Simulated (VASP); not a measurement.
# NbSb3 (I4/mmm) in VASP: single point with PBE

Aim: the single point of NbSb3 with PBE.

Program: VASP 6.6.1. These are calculated values, not measurements. Logs are shortened: lines on timing, memory, paths and dates and some standing lists are left out, and cuts for length are marked.

**1. The cell of the first run**

It takes space group I4/mmm (No. 139, tetragonal). The conventional cell has a = 4.350 Å, b = 4.350 Å, c = 9.983 Å, α = 90.00°, β = 90.00°, γ = 90.00°. Within 4.0 Å of Sb (site symmetry 4/mmm) lie 4 Nb at 3.08 Å and 8 Sb at 3.31 Å. Sb (site symmetry -4m2) has 8 Sb at 3.08 to 3.31 Å and 4 Nb at 3.31 Å within 4.0 Å. Nb (site symmetry 4/mmm) has 12 Sb at 3.08 to 3.31 Å within 4.0 Å.

**2. Single point, PBE**

INCAR

```
PREC     = Accurate       # precision mode
ENCUT    = 520            # plane-wave cutoff, eV
EDIFF    = 1E-7           # SCF threshold, eV
ISMEAR   = -1             # smearing method
SIGMA    = 0.1            # smearing width, eV
LREAL    = False          # projectors in reciprocal space
LASPH    = True           # aspherical terms in the spheres
NELM     = 60             # most SCF steps
ALGO     = Normal         # electronic algorithm
ISIF     = 2              # what is computed and relaxed
LWAVE    = False          # write WAVECAR
LCHARG   = True           # write CHGCAR
GGA      = PE             # functional
LELF     = True           # ELF
LVHAR    = True         
NBANDS   = 22             # bands
```

KPOINTS

```
Automatic mesh
0
Gamma
  9 9 9
```

POSCAR

```
NbSb3
1.0
    0.0000000000      4.3499740000      0.0000000000
    4.3499740000      0.0000000000      0.0000000000
    2.1749870000      2.1749870000     -4.9915750000
Sb Nb
3 1
Direct
    0.5000000000      0.5000000000      0.0000000000
    0.7500000000      0.2500000000      0.5000000000
    0.2500000000      0.7500000000      0.5000000000
    0.0000000000      0.0000000000      0.0000000000
```

Potentials or basis: VASP PAW PBE potentials, release 64 (Sb, Nb_sv).

On the command line:

```bash
> cat potpaw_PBE.64/Sb/POTCAR potpaw_PBE.64/Nb_sv/POTCAR > POTCAR
> mpirun -np 1 vasp_std > vasp.out
```

OUTCAR:

```text
PREC = Accurate
   ENCUT = 520
   EDIFF = 1E-7
   ISMEAR = -1
   LREAL = False
   LASPH = True
   NELM = 60
   ISIF = 2
   GGA = PE

 ion  position               nearest neighbor table
   1  0.500  0.500  0.000-   4 3.08   4 3.08   4 3.08   4 3.08   3 3.31   2 3.31   3 3.31   3 3.31
                             2 3.31   2 3.31   2 3.31   3 3.31
   2  0.750  0.250  0.500-   3 3.08   3 3.08   3 3.08   3 3.08   4 3.31   1 3.31   4 3.31   1 3.31
                             4 3.31   1 3.31   4 3.31   1 3.31
   3  0.250  0.750  0.500-   2 3.08   2 3.08   2 3.08   2 3.08   4 3.31   1 3.31   4 3.31   1 3.31
                             4 3.31   1 3.31   1 3.31   4 3.31
   4  0.000  0.000  0.000-   1 3.08   1 3.08   1 3.08   1 3.08   3 3.31   2 3.31   3 3.31   3 3.31
                             2 3.31   2 3.31   3 3.31   2 3.31

  LATTYP: Found a body centered tetragonal cell.
 ALAT       =     4.3499740000
 C/A-ratio  =     2.2949907287

  Lattice vectors:

 A1 = (  -2.1749870000,   2.1749870000,   4.9915750000)
 A2 = (   2.1749870000,  -2.1749870000,   4.9915750000)
 A3 = (   2.1749870000,   2.1749870000,  -4.9915750000)

Analysis of symmetry for initial positions (statically):
=====================================================================
 Subroutine PRICEL returns:
 Original cell was already a primitive cell.

 Routine SETGRP: Setting up the symmetry group for a
 body centered tetragonal supercell.

 Subroutine GETGRP returns: Found 16 space group operations
 (whereof 16 operations were pure point group operations)
 out of a pool of 16 trial point group operations.

The static configuration has the point symmetry D_4h.

Analysis of symmetry for dynamics (positions and initial velocities):
=====================================================================
 Subroutine PRICEL returns:
 Original cell was already a primitive cell.

 Routine SETGRP: Setting up the symmetry group for a
 body centered tetragonal supercell.

 Subroutine GETGRP returns: Found 16 space group operations
 (whereof 16 operations were pure point group operations)
 out of a pool of 16 trial point group operations.

The dynamic configuration has the point symmetry D_4h.

 Subroutine INISYM returns: Found 16 space group operations
 (whereof 16 operations are pure point group operations),
 and found     1 'primitive' translations

----------------------------------------------------------------------------------------

                                     Primitive cell

  volume of cell :      94.4519

  direct lattice vectors                    reciprocal lattice vectors
     0.000000000  4.349974000  0.000000000     0.000000000  0.229886432  0.100168784
     4.349974000  0.000000000  0.000000000     0.229886432  0.000000000  0.100168784
     2.174987000  2.174987000 -4.991575000     0.000000000  0.000000000 -0.200337569

  length of vectors
     4.349974000  4.349974000  5.863186666     0.250761952  0.250761952  0.200337569

  position of ions in fractional coordinates (direct lattice)
     0.500000000  0.500000000  0.000000000
     0.750000000  0.250000000  0.500000000
     0.250000000  0.750000000  0.500000000
     0.000000000  0.000000000  0.000000000

  ion indices of the primitive-cell ions
   primitive index   ion index
                 1           1
                 2           2
                 3           3
                 4           4

----------------------------------------------------------------------------------------

 KPOINTS: Automatic mesh

Automatic generation of k-mesh.
 Grid dimensions read from file:
 generate k-points for:    9    9    9

 Generating k-lattice:

  Cartesian coordinates                     Fractional coordinates (reciprocal lattice)
     0.000000000  0.025542937  0.011129865     0.111111111  0.000000000  0.000000000
     0.025542937  0.000000000  0.011129865     0.000000000  0.111111111  0.000000000
     0.000000000  0.000000000 -0.022259730     0.000000000  0.000000000  0.111111111

  Length of vectors
     0.027862439  0.027862439  0.022259730

  Shift w.r.t. Gamma in fractional coordinates (k-lattice)
     0.000000000  0.000000000  0.000000000

 Subroutine IBZKPT returns following result:
 ===========================================

 Found     75 irreducible k-points:

 Following reciprocal coordinates:
            Coordinates               Weight
  0.000000  0.000000  0.000000      1.000000
  0.111111  0.000000  0.000000      8.000000
  0.222222  0.000000 -0.000000      8.000000
  0.333333  0.000000  0.000000      8.000000
  0.444444  0.000000 -0.000000      8.000000
  0.111111  0.111111  0.000000      8.000000
[... 16 lines left out ...]
 -0.333333  0.333333  0.000000      4.000000
  0.444444  0.444444 -0.000000      8.000000
 [... further k-points ...]
   k-points           NKPTS =     75   k-points in BZ     NKDIM =     75   number of bands    NBANDS=     22
   number of dos      NEDOS =    301   number of ions     NIONS =      4
   total plane-waves  NPLWV =  49152
   dimension x,y,z NGX =    32 NGY =   32 NGZ =   48
   dimension x,y,z NGXF=    64 NGYF=   64 NGZF=   96
   ions per type =               3   1
   NGX,Y,Z   is equivalent  to a cutoff of  12.23, 12.23, 13.61 a.u.
   NGXF,Y,Z  is equivalent  to a cutoff of  24.46, 24.46, 27.22 a.u.
 SYSTEM =  unknown system
   PREC   = accura    normal or accurate (medium, high low for compatibility)
   ISTART =      0    job   : 0-new  1-cont  2-samecut
   ICHARG =      2    charge: 1-file 2-atom 10-const
   ISPIN  =      1    spin polarized calculation?
   LNONCOLLINEAR =      F non collinear calculations
   LSORBIT =      F    spin-orbit coupling
   LASPH  =      T    aspherical Exc in radial PAW
   ENCUT  =  520.0 eV  38.22 Ry    6.18 a.u.   8.09  8.09 10.90*2*pi/ulx,y,z
   NELM   =     60;   NELMIN=  2; NELMDL= -5     # of ELM steps
   EDIFF  = 0.1E-06   stopping-criterion for ELM
   LREAL  =      F    real-space projection
   EDIFFG = 0.1E-05   stopping-criterion for IOM
   NSW    =      0    number of steps for IOM
   IBRION =     -1    ionic relax: 0-MD 1-quasi-New 2-CG
   NFREE  =      0    steps in history (QN), initial steepest desc. (CG)
   ISIF   =      2    stress and relaxation
   ISYM   =      2    0-nonsym 1-usesym 2-fastsym
   POTIM  = 0.5000    time-step for ionic-motion
   TEBEG  =    0.0;   TEEND  =   0.0 temperature during run
   PSTRESS=    0.0 pullay stress
   NELECT =      28.0000    total number of electrons
   NUPDOWN=      -1.0000    fix difference up-down
   EMIN   =  10.00;   EMAX   =-10.00  energy-range for DOS
   EFERMI =   0.00;   METHOD = LEGACY
   ISMEAR =    -1;   SIGMA  =   0.10  broadening in eV -4-tet -1-fermi 0-gaus
   EFERMI_NEDOS =   21; number of points for ismear=-14 and -15
   IALGO  =     38    algorithm
   IMIX   =      4    mixing-type and parameters
     AMIX     =   0.40;   BMIX     =  1.00
     AMIX_MAG =   1.60;   BMIX_MAG =  1.00
  volume/ion in A,a.u.               =      23.61       159.35
  Fermi-wavevector in a.u.,A,eV,Ry     =   1.091584  2.062795 16.212101  1.191556
  Thomas-Fermi vector in A             =   2.227832
   LORBIT       =      0    0 simple, 1 ext, 2 COOP (PROOUT), +10 PAW based schemes
   GGA     = PE    functional components
   LHFCALC =     F    Hartree Fock is set to
   AEXX    =    0.0000 exact exchange contribution
   IVDW    =     0    specifies the selected vdW correction
   LEPSILON=     F    determine dielectric tensor
   LRPA    =     F    only Hartree local field effects (RPA)
 non-spin polarized calculation
  energy-cutoff  :      520.00
  volume of cell :       94.45
 maximum number of plane-waves:      2568
   NGX = 17   NGY = 17   NGZ = 21

 number of electron      28.0000003 magnetization

 Free energy of the ion-electron system (eV)
  ---------------------------------------------------
  ext. energy  EPLUGINS =         0.00000000
  ---------------------------------------------------
  free energy    TOTEN  =       -21.08963348 eV

  energy without entropy =      -20.95776620  energy(sigma->0) =      -21.02369984

 E-fermi :   9.9944     XC(G=0): -10.8817

 val. band max:        9.9931193097   @ k =  -0.3333   0.3333   0.0000
 cond. band min:       9.9961909480   @ k =   0.4444   0.0000  -0.0000
 fundamental gap:      0.0030716383
 Fermi energy:         9.9943779474

 k-point     1 :       0.0000    0.0000    0.0000
  band No.  band energies     occupation
      1     -45.6568      2.00000
      2     -21.7087      2.00000
      3     -21.7087      2.00000
      4     -21.6914      2.00000
      5      -3.1646      2.00000
      6       1.6485      2.00000
[... 14 lines left out ...]
     21      13.3190      0.00000
     22      13.3190      0.00000

 k-point     2 :       0.1111    0.0000    0.0000
  band No.  band energies     occupation
      1     -45.6568      2.00000
      2     -21.7103      2.00000
      3     -21.7084      2.00000
      4     -21.6913      2.00000
      5      -3.0489      2.00000
      6       1.5825      2.00000
[... 14 lines left out ...]
     21      12.8699      0.00000
     22      13.4817      0.00000

 k-point     3 :       0.2222    0.0000   -0.0000
  band No.  band energies     occupation
      1     -45.6567      2.00000
      2     -21.7144      2.00000
      3     -21.7075      2.00000
      4     -21.6910      2.00000
      5      -2.7065      2.00000
      6       1.3535      2.00000
[... 14 lines left out ...]
     21      13.1574      0.00000
     22      13.7030      0.00000
[... 476 lines left out ...]
 k-point    23 :      -0.3333    0.3333    0.0000
  band No.  band energies     occupation
      1     -45.6562      2.00000
      2     -21.7175      2.00000
      3     -21.7173      2.00000
      4     -21.6897      2.00000
      5      -1.4867      2.00000
      6       0.8669      2.00000
[... 14 lines left out ...]
     21      13.6333      0.00000
     22      15.1382      0.00000

 k-point    24 :       0.4444    0.4444   -0.0000
  band No.  band energies     occupation
      1     -45.6561      2.00000
      2     -21.7203      2.00000
      3     -21.7200      2.00000
      4     -21.6892      2.00000
      5       0.0521      2.00000
      6       0.2803      2.00000
[... 14 lines left out ...]
     21      15.2767      0.00000
     22      15.6731      0.00000

 [... further k-points ...]

------------------------ aborting loop because EDIFF is reached ----------------------------------------

  FORCE on cell =-STRESS in cart. coord.  units (eV):
  Direction    XX          YY          ZZ          XY          YZ          ZX
  --------------------------------------------------------------------------------------
  -------------------------------------------------------------------------------------
  Total        1.0865630      1.0865630     -0.7376510      0.0000000      0.0000000      0.0000000
  in kB       18.4312415     18.4312415    -12.5126869      0.0000000      0.0000000      0.0000000
  external PRESSURE =       8.1165987 kB  Pullay stress =       0.0000000 kB

 VOLUME and BASIS-vectors are now :
 -----------------------------------------------------------------------------
  energy-cutoff  :      520.00
  volume of cell :       94.45
      direct lattice vectors                 reciprocal lattice vectors
     0.000000000  4.349974000  0.000000000     0.000000000  0.229886432  0.100168784
     4.349974000  0.000000000  0.000000000     0.229886432  0.000000000  0.100168784
     2.174987000  2.174987000 -4.991575000     0.000000000  0.000000000 -0.200337569

 POSITION                                       TOTAL-FORCE (eV/Angst)
 -----------------------------------------------------------------------------------
      2.17499      2.17499      0.00000        -0.000000      0.000000     -0.000000
      2.17499      4.34997     -2.49579         0.000000      0.000000      0.000000
      4.34997      2.17499     -2.49579        -0.000000     -0.000000     -0.000000
      0.00000      0.00000      0.00000        -0.000000      0.000000     -0.000000
 -----------------------------------------------------------------------------------
    total drift:                                0.000000     -0.000000     -0.000000

  FREE ENERGIE OF THE ION-ELECTRON SYSTEM (eV)
  ---------------------------------------------------
  free  energy   TOTEN  =       -21.0896334838 eV

  energy  without entropy=      -20.9577662007  energy(sigma->0) =      -21.02369984
```

Run time: 3.1 min. Hardware: 1 thread of AMD EPYC 7R43 (Zen 3), shared host; peak memory 0.26 GiB.

Results:

- Free energy: -21.0896 eV
- Pressure: 0.8 GPa
- Band gap on the k mesh: zero (bands 14 and 15 overlap by 1.01 eV)

Stress tensor (GPa, compression positive):
```
 1.84  0.00  0.00
 0.00  1.84  0.00
 0.00  0.00 -1.25
```

Caveat: spin-orbit coupling is left out, which moves the levels of the heavy elements.
